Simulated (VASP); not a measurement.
# Al (P6_3/mmc) in VASP: notebook

The runs below take Al through single point, with revPBE.

Program: VASP 6.6.1. These are calculated values, not measurements. Logs are shortened: lines on timing, memory, paths and dates and some standing lists are left out, and cuts for length are marked.

## (1) The cell of the first run

The structure is hexagonal, space group P6_3/mmc (No. 194). The conventional cell has a = 2.893 Å, b = 2.893 Å, c = 4.653 Å, α = 90.00°, β = 90.00°, γ = 120.00°. Al (site symmetry -6m2) has 12 Al at 2.86 to 2.89 Å within 3.8 Å.

## (2) Single point, revPBE

INCAR

```
  PREC = Accurate
  ENCUT = 520
  EDIFF = 1E-7
  ISMEAR = -1
  SIGMA = 0.1
  LREAL = F
  LASPH = T
  NELM = 100
  ALGO = Normal
  ISIF = 2
  LWAVE = F
  LCHARG = F
  GGA = RE
  NBANDS = 10
```

KPOINTS

```
Automatic mesh
0
Gamma
  13 13 7
```

POSCAR

```
Al
1.0
    2.8926202137      0.0000000000      0.0000000000
   -1.4463101069      2.5050825886      0.0000000000
    0.0000000000      0.0000000000      4.6533925507
Al
2
Direct
    0.3333333333      0.6666666667      0.2500000000
    0.6666666667      0.3333333333      0.7500000000
```

Potentials or basis: VASP PAW PBE potentials, release 64 (Al).

On the command line:

```sh
cat potpaw_PBE.64/Al/POTCAR > POTCAR
mpirun -np 1 vasp_std > vasp.out
```

OUTCAR:

```text
PREC = Accurate
   ENCUT = 520
   EDIFF = 1E-7
   ISMEAR = -1
   LREAL = F
   LASPH = T
   NELM = 100
   ISIF = 2
   GGA = RE

 ion  position               nearest neighbor table
   1  0.333  0.667  0.250-   2 2.86   2 2.86   2 2.86   2 2.86   2 2.86   2 2.86
   2  0.667  0.333  0.750-   1 2.86   1 2.86   1 2.86   1 2.86   1 2.86   1 2.86

  LATTYP: Found a hexagonal cell.
 ALAT       =     2.8926202137
 C/A-ratio  =     1.6087118968

  Lattice vectors:

 A1 = (   2.8926202137,   0.0000000000,   0.0000000000)
 A2 = (  -1.4463101069,   2.5050825886,   0.0000000000)
 A3 = (   0.0000000000,   0.0000000000,   4.6533925507)

Analysis of symmetry for initial positions (statically):
=====================================================================
 Subroutine PRICEL returns:
 Original cell was already a primitive cell.

 Routine SETGRP: Setting up the symmetry group for a
 hexagonal supercell.

 Subroutine GETGRP returns: Found 24 space group operations
 (whereof 12 operations were pure point group operations)
 out of a pool of 24 trial point group operations.

The static configuration has the point symmetry D_3d.
 The point group associated with its full space group is D_6h.

Analysis of symmetry for dynamics (positions and initial velocities):
=====================================================================
 Subroutine PRICEL returns:
 Original cell was already a primitive cell.

 Routine SETGRP: Setting up the symmetry group for a
 hexagonal supercell.

 Subroutine GETGRP returns: Found 24 space group operations
 (whereof 12 operations were pure point group operations)
 out of a pool of 24 trial point group operations.

The dynamic configuration has the point symmetry D_3d.
 The point group associated with its full space group is D_6h.

 Subroutine INISYM returns: Found 24 space group operations
 (whereof 12 operations are pure point group operations),
 and found     1 'primitive' translations

----------------------------------------------------------------------------------------

                                     Primitive cell

  volume of cell :      33.7197

  direct lattice vectors                    reciprocal lattice vectors
     2.892620214  0.000000000  0.000000000     0.345707326  0.199594218  0.000000000
    -1.446310107  2.505082589  0.000000000     0.000000000  0.399188436  0.000000000
     0.000000000  0.000000000  4.653392551     0.000000000  0.000000000  0.214896979

  length of vectors
     2.892620214  2.892620214  4.653392551     0.399188436  0.399188436  0.214896979

  position of ions in fractional coordinates (direct lattice)
     0.333333333  0.666666667  0.250000000
     0.666666667  0.333333333  0.750000000

  ion indices of the primitive-cell ions
   primitive index   ion index
                 1           1
                 2           2

----------------------------------------------------------------------------------------

 KPOINTS: Automatic mesh

Automatic generation of k-mesh.
 Grid dimensions read from file:
 generate k-points for:   13   13    7

 Generating k-lattice:

  Cartesian coordinates                     Fractional coordinates (reciprocal lattice)
     0.026592871  0.015353401  0.000000000     0.076923077 -0.000000000  0.000000000
     0.000000000  0.030706803  0.000000000     0.000000000  0.076923077  0.000000000
     0.000000000  0.000000000  0.030699568     0.000000000  0.000000000  0.142857143

  Length of vectors
     0.030706803  0.030706803  0.030699568

  Shift w.r.t. Gamma in fractional coordinates (k-lattice)
     0.000000000  0.000000000  0.000000000

 Subroutine IBZKPT returns following result:
 ===========================================

 Found     84 irreducible k-points:

 Following reciprocal coordinates:
            Coordinates               Weight
  0.000000  0.000000  0.000000      1.000000
  0.076923  0.000000  0.000000      6.000000
  0.153846 -0.000000  0.000000      6.000000
  0.230769  0.000000  0.000000      6.000000
  0.307692 -0.000000  0.000000      6.000000
  0.384615  0.000000  0.000000      6.000000
[... 16 lines left out ...]
  0.076923  0.000000  0.142857     12.000000
  0.153846 -0.000000  0.142857     12.000000
 [... further k-points ...]
   k-points           NKPTS =     84   k-points in BZ     NKDIM =     84   number of bands    NBANDS=     10
   number of dos      NEDOS =    301   number of ions     NIONS =      2
   total plane-waves  NPLWV =  20736
   dimension x,y,z NGX =    24 NGY =   24 NGZ =   36
   dimension x,y,z NGXF=    48 NGYF=   48 NGZF=   72
   ions per type =               2
   NGX,Y,Z   is equivalent  to a cutoff of  13.79, 13.79, 12.86 a.u.
   NGXF,Y,Z  is equivalent  to a cutoff of  27.59, 27.59, 25.72 a.u.
 SYSTEM =  unknown system
   PREC   = accura    normal or accurate (medium, high low for compatibility)
   ISTART =      0    job   : 0-new  1-cont  2-samecut
   ICHARG =      2    charge: 1-file 2-atom 10-const
   ISPIN  =      1    spin polarized calculation?
   LNONCOLLINEAR =      F non collinear calculations
   LSORBIT =      F    spin-orbit coupling
   LASPH  =      T    aspherical Exc in radial PAW
   ENCUT  =  520.0 eV  38.22 Ry    6.18 a.u.   5.38  5.38  8.65*2*pi/ulx,y,z
   NELM   =    100;   NELMIN=  2; NELMDL= -5     # of ELM steps
   EDIFF  = 0.1E-06   stopping-criterion for ELM
   LREAL  =      F    real-space projection
   EDIFFG = 0.1E-05   stopping-criterion for IOM
   NSW    =      0    number of steps for IOM
   IBRION =     -1    ionic relax: 0-MD 1-quasi-New 2-CG
   NFREE  =      0    steps in history (QN), initial steepest desc. (CG)
   ISIF   =      2    stress and relaxation
   ISYM   =      2    0-nonsym 1-usesym 2-fastsym
   POTIM  = 0.5000    time-step for ionic-motion
   TEBEG  =    0.0;   TEEND  =   0.0 temperature during run
   PSTRESS=    0.0 pullay stress
   NELECT =       6.0000    total number of electrons
   NUPDOWN=      -1.0000    fix difference up-down
   EMIN   =  10.00;   EMAX   =-10.00  energy-range for DOS
   EFERMI =   0.00;   METHOD = LEGACY
   ISMEAR =    -1;   SIGMA  =   0.10  broadening in eV -4-tet -1-fermi 0-gaus
   EFERMI_NEDOS =   21; number of points for ismear=-14 and -15
   IALGO  =     38    algorithm
   IMIX   =      4    mixing-type and parameters
     AMIX     =   0.40;   BMIX     =  1.00
     AMIX_MAG =   1.60;   BMIX_MAG =  1.00
  volume/ion in A,a.u.               =      16.86       113.78
  Fermi-wavevector in a.u.,A,eV,Ry     =   0.920798  1.740055 11.535948  0.847868
  Thomas-Fermi vector in A             =   2.046143
   LORBIT       =      0    0 simple, 1 ext, 2 COOP (PROOUT), +10 PAW based schemes
   GGA     = RE    functional components
   LHFCALC =     F    Hartree Fock is set to
   AEXX    =    0.0000 exact exchange contribution
   IVDW    =     0    specifies the selected vdW correction
   LEPSILON=     F    determine dielectric tensor
   LRPA    =     F    only Hartree local field effects (RPA)
 non-spin polarized calculation
  energy-cutoff  :      520.00
  volume of cell :       33.72
 maximum number of plane-waves:       941
 NGX is ok and might be reduce to    24
   NGX = 11   NGY = 11   NGZ = 17

 number of electron       6.0000000 magnetization

 Free energy of the ion-electron system (eV)
  ---------------------------------------------------
  ext. energy  EPLUGINS =         0.00000000
  ---------------------------------------------------
  free energy    TOTEN  =        -7.06001404 eV

  energy without entropy =       -7.03537514  energy(sigma->0) =       -7.04769459

 E-fermi :   7.8544     XC(G=0): -10.0795

 val. band max:        7.8086364199   @ k =   0.3846   0.2308   0.2857
 cond. band min:       7.9039245213   @ k =   0.0769   0.0000   0.2857
 fundamental gap:      0.0952881014
 Fermi energy:         7.8543725177

 k-point     1 :       0.0000    0.0000    0.0000
  band No.  band energies     occupation
      1      -3.1399      2.00000
      2       3.4066      2.00000
      3       3.6988      2.00000
      4      18.0338      0.00000
      5      18.0338      0.00000
      6      18.5203      0.00000
      7      18.5203      0.00000
      8      19.9722      0.00000
      9      21.4462      0.00000
     10      22.3971      0.00000

 k-point     2 :       0.0769    0.0000    0.0000
  band No.  band energies     occupation
      1      -3.0004      2.00000
      2       3.5361      2.00000
      3       3.8352      2.00000
      4      15.8043      0.00000
      5      16.8084      0.00000
      6      18.1475      0.00000
      7      19.9881      0.00000
      8      20.8548      0.00000
      9      21.4743      0.00000
     10      21.7920      0.00000

 k-point     3 :       0.1538   -0.0000    0.0000
  band No.  band energies     occupation
      1      -2.5827      2.00000
      2       3.9247      2.00000
      3       4.2412      2.00000
      4      13.0142      0.00000
      5      15.6122      0.00000
      6      16.9919      0.00000
      7      18.9575      0.00000
      8      19.2404      0.00000
      9      21.2379      0.00000
     10      21.6778      0.00000

 k-point     4 :       0.2308    0.0000    0.0000
  band No.  band energies     occupation
      1      -1.8892      2.00000
      2       4.5719      2.00000
      3       4.9046      2.00000
      4      10.3628      0.00000
      5      14.6532      0.00000
      6      15.6737      0.00000
      7      16.3739      0.00000
      8      17.2578      0.00000
      9      20.3969      0.00000
     10      20.6795      0.00000
[... 222 lines left out ...]
 k-point    22 :       0.0000    0.0000    0.1429
  band No.  band energies     occupation
      1      -3.0003      2.00000
      2       1.7998      2.00000
      3       5.5512      2.00000
      4      18.1447      0.00000
      5      18.1447      0.00000
      6      18.4112      0.00000
      7      18.6422      0.00000
      8      18.6422      0.00000
      9      21.5571      0.00000
     10      22.1516      0.00000

 k-point    23 :       0.0769    0.0000    0.1429
  band No.  band energies     occupation
      1      -2.8610      2.00000
      2       1.9343      2.00000
      3       5.6819      2.00000
      4      15.9090      0.00000
      5      16.9265      0.00000
      6      17.9920      0.00000
      7      19.1928      0.00000
      8      20.0850      0.00000
      9      20.2938      0.00000
     10      21.0953      0.00000

 k-point    24 :       0.1538   -0.0000    0.1429
  band No.  band energies     occupation
      1      -2.4436      2.00000
      2       2.3370      2.00000
      3       6.0712      2.00000
      4      13.1343      0.00000
      5      15.7314      0.00000
      6      16.8854      0.00000
      7      17.7125      0.00000
      8      19.5586      0.00000
      9      19.9027      0.00000
     10      20.7424      0.00000

 [... further k-points ...]
[... 5 lines left out ...]
  --------------------------------------------------------------------------------------
  -------------------------------------------------------------------------------------
  Total       -0.0312540     -0.0312540     -0.0303821      0.0000000      0.0000000      0.0000000
  in kB       -1.4850237     -1.4850237     -1.4435948      0.0000000      0.0000000      0.0000000
  external PRESSURE =      -1.4712140 kB  Pullay stress =       0.0000000 kB

 VOLUME and BASIS-vectors are now :
 -----------------------------------------------------------------------------
  energy-cutoff  :      520.00
  volume of cell :       33.72
      direct lattice vectors                 reciprocal lattice vectors
     2.892620214  0.000000000  0.000000000     0.345707326  0.199594218  0.000000000
    -1.446310107  2.505082589  0.000000000     0.000000000  0.399188436  0.000000000
     0.000000000  0.000000000  4.653392551     0.000000000  0.000000000  0.214896979

 POSITION                                       TOTAL-FORCE (eV/Angst)
 -----------------------------------------------------------------------------------
     -0.00000      1.67006      1.16335         0.000000     -0.000000      0.000000
      1.44631      0.83503      3.49004        -0.000000      0.000000      0.000000
 -----------------------------------------------------------------------------------
    total drift:                                0.000000     -0.000000      0.000000

  FREE ENERGIE OF THE ION-ELECTRON SYSTEM (eV)
  ---------------------------------------------------
  free  energy   TOTEN  =        -7.0600140404 eV

  energy  without entropy=       -7.0353751437  energy(sigma->0) =       -7.04769459
```

Run time: 8.2 s. Hardware: 1 thread of Intel Xeon 6975P-C (Granite Rapids), shared host; peak memory 0.16 GiB.

Results:

| Quantity | Value |
| --- | --- |
| Free energy | -7.0600 eV |
| Pressure | -0.1 GPa |
| Band gap on the k mesh | zero (band 3 reaches 11.25 eV, above the bottom of band 4 at 5.09 eV) |

Caveat: the PAW data sets were made with another functional, which shifts forces and pressure a little.

## (3) Single point, revPBE (volume scaled by 0.88)

INCAR

```
SYSTEM = Al
PREC = Accurate
ENCUT = 520
EDIFF = 1E-6
ISMEAR = -1
SIGMA = 0.1
LREAL = .False.
LASPH = .True.
NELM = 60
ALGO = Normal
ISIF = 2
LWAVE = .False.
LCHARG = .True.
GGA = RE
LELF = .True.
LVHAR = .True.
NBANDS = 10
```

KPOINTS

```
Automatic mesh
0
Gamma
  14 14 8
  0 0 0
```

POSCAR

```
Al
1.0
    2.7719515862      0.0000000000      0.0000000000
   -1.3859757931      2.4005804917      0.0000000000
    0.0000000000      0.0000000000      4.4592714940
Al
2
Direct
    0.3333333333      0.6666666667      0.2500000000
    0.6666666667      0.3333333333      0.7500000000
```

Potentials or basis: VASP PAW PBE potentials, release 64 (Al).

On the command line:

```sh
cat potpaw_PBE.64/Al/POTCAR > POTCAR
mpirun -np 1 vasp_std > vasp.out
```

Run time: 9.9 s. Hardware: 1 thread of Intel Xeon 6975P-C (Granite Rapids), shared host; peak memory 0.16 GiB.

Results (log left out):

```
Free energy            : -6.9132 eV
Pressure               : 12.3 GPa
Band gap on the k mesh : zero (band 3 reaches 13.86 eV, above the bottom of band 4 at 5.87 eV)
```

Stress tensor (GPa, compression positive):
```
11.32  0.00  0.00
 0.00 11.32  0.00
 0.00  0.00 14.26
```

Levels at points of the mesh, in eV from the Fermi level:
| k point | band 1 | band 2 | band 3 | band 4 | band 5 | band 6 |
| --- | --- | --- | --- | --- | --- | --- |
| (0.00, 0.00, 0.00) | -11.91 | -4.97 | -4.34 | 11.24 | 11.24 | 11.36 |
| (0.50, 0.00, 0.00) | -5.70 | -5.63 | 0.59 | 1.35 | 1.49 | 2.10 |
| (0.00, 0.00, 0.50) | -10.07 | -10.07 | 3.95 | 3.95 | 12.26 | 12.26 |
| (0.50, 0.00, 0.50) | -4.32 | -4.32 | -3.38 | -3.38 | 7.48 | 7.48 |

Caveat: the PAW data sets were made with another functional, which shifts forces and pressure a little.

## (4) Single point, revPBE (volume scaled by 0.92)

INCAR

```
SYSTEM = Al
  ALGO = Normal
  EDIFF = 1E-7
  ENCUT = 520
  GGA = RE
  ISIF = 2
  ISMEAR = -1
  LASPH = .True.
  LCHARG = .False.
  LREAL = .False.
  LWAVE = .False.
  NBANDS = 10
  NELM = 80
  PREC = Accurate
  SIGMA = 0.1
```

KPOINTS

```
k-points
0
Gamma
  14 14 8
  0 0 0
```

POSCAR

```
Al
1.0
    2.8133300984      0.0000000000      0.0000000000
   -1.4066650492      2.4364153344      0.0000000000
    0.0000000000      0.0000000000      4.5258375988
Al
2
Direct
    0.3333333333      0.6666666667      0.2500000000
    0.6666666667      0.3333333333      0.7500000000
```

On the command line:

```sh
cat potpaw_PBE.64/Al/POTCAR > POTCAR
mpirun -np 1 vasp_std > vasp.out
```

Wall time 11 s (1 thread of Intel Xeon 6975P-C (Granite Rapids), shared host); peak memory 0.16 GiB.

Results (log left out):

```yaml
Free_energy: -6.9947 eV
Pressure: 7.2 GPa
Band_gap_on_the_k_mesh: zero (band 3 reaches 13.27 eV, above the bottom of band 4 at 5.43 eV)
```

Stress tensor (GPa, compression positive):
```
6.41 0.00 0.00
0.00 6.41 0.00
0.00 0.00 8.87
```

Levels at points of the mesh, in eV from the Fermi level:
```csv
k point,band 1,band 2,band 3,band 4,band 5,band 6
"(0.00, 0.00, 0.00)",-11.59,-4.78,-4.28,10.86,10.86,11.11
"(0.50, 0.00, 0.00)",-5.57,-5.44,0.59,1.40,1.41,2.01
"(0.00, 0.00, 0.50)",-9.79,-9.79,3.85,3.85,12.00,12.00
"(0.50, 0.00, 0.50)",-4.17,-4.17,-3.32,-3.32,7.23,7.23
```

Caveat: the PAW data sets were made with another functional, which shifts forces and pressure a little.

## (5) Single point, revPBE (volume scaled by 0.96)

INCAR

```
PREC     = Accurate       # precision mode
ENCUT    = 520            # plane-wave cutoff, eV
EDIFF    = 1E-6           # SCF threshold, eV
ISMEAR   = -1             # smearing method
SIGMA    = 0.1            # smearing width, eV
LREAL    = False          # projectors in reciprocal space
LASPH    = True           # aspherical terms in the spheres
NELM     = 100            # most SCF steps
ALGO     = Normal         # electronic algorithm
ISIF     = 2              # what is computed and relaxed
LWAVE    = False          # write WAVECAR
LCHARG   = True           # write CHGCAR
GGA      = RE             # functional
LELF     = True           # ELF
LVHAR    = True         
NBANDS   = 10             # bands
```

KPOINTS

```
regular mesh
0
Gamma
  14 14 8
```

POSCAR

```
Al
1.0
    2.8535259590      0.0000000000      0.0000000000
   -1.4267629795      2.4712259709      0.0000000000
    0.0000000000      0.0000000000      4.5905011580
Al
2
Direct
    0.3333333333      0.6666666667      0.2500000000
    0.6666666667      0.3333333333      0.7500000000
```

On the command line:

```sh
cat potpaw_PBE.64/Al/POTCAR > POTCAR
mpirun -np 1 vasp_std > vasp.out
```

Wall time 10 s (1 thread of Intel Xeon 6975P-C (Granite Rapids), shared host); peak memory 0.16 GiB.

Results (log left out):

```yaml
Free_energy: -7.0379 eV
Pressure: 3.2 GPa
Band_gap_on_the_k_mesh: zero (band 3 reaches 12.72 eV, above the bottom of band 4 at 5.02 eV)
```

Stress tensor (GPa, compression positive):
```
2.49 0.00 0.00
0.00 2.49 0.00
0.00 0.00 4.52
```

Levels at points of the mesh, in eV from the Fermi level:
```
           k point  band 1  band 2  band 3  band 4  band 5  band 6  band 7
(0.00, 0.00, 0.00)  -11.28   -4.61   -4.21   10.51   10.51   10.88   10.88
(0.50, 0.00, 0.00)   -5.45   -5.27    0.60    1.32    1.47    1.92    5.51
(0.00, 0.00, 0.50)   -9.54   -9.54    3.76    3.76   11.74   11.74   11.74
(0.50, 0.00, 0.50)   -4.03   -4.03   -3.27   -3.27    7.01    7.01    7.61
```

Caveat: the PAW data sets were made with another functional, which shifts forces and pressure a little.

## (6) The runs side by side

```tsv
cell	k mesh	gap on the mesh (eV)	pressure (GPa)
a = 2.893, b = 2.893, c = 4.653 Å, angles 90.0, 90.0, 120.0°, 2 atoms	13 × 13 × 7	none	-0.1
a = 2.772, b = 2.772, c = 4.459 Å, angles 90.0, 90.0, 120.0°, 2 atoms	14 × 14 × 8	none	12.3
a = 2.813, b = 2.813, c = 4.526 Å, angles 90.0, 90.0, 120.0°, 2 atoms	14 × 14 × 8	none	7.2
a = 2.854, b = 2.854, c = 4.591 Å, angles 90.0, 90.0, 120.0°, 2 atoms	14 × 14 × 8	none	3.2
```

Alike in all rows: task single point; level revPBE; potentials or basis VASP PAW PBE potentials, release 64 (Al); no spin polarisation; cutoff (eV) 520; smearing fermi-dirac 0.1 eV.

Caveats: the PAW data sets were made with another functional, which shifts forces and pressure a little.

Absolute energies hang on the potentials; compare differences alone.
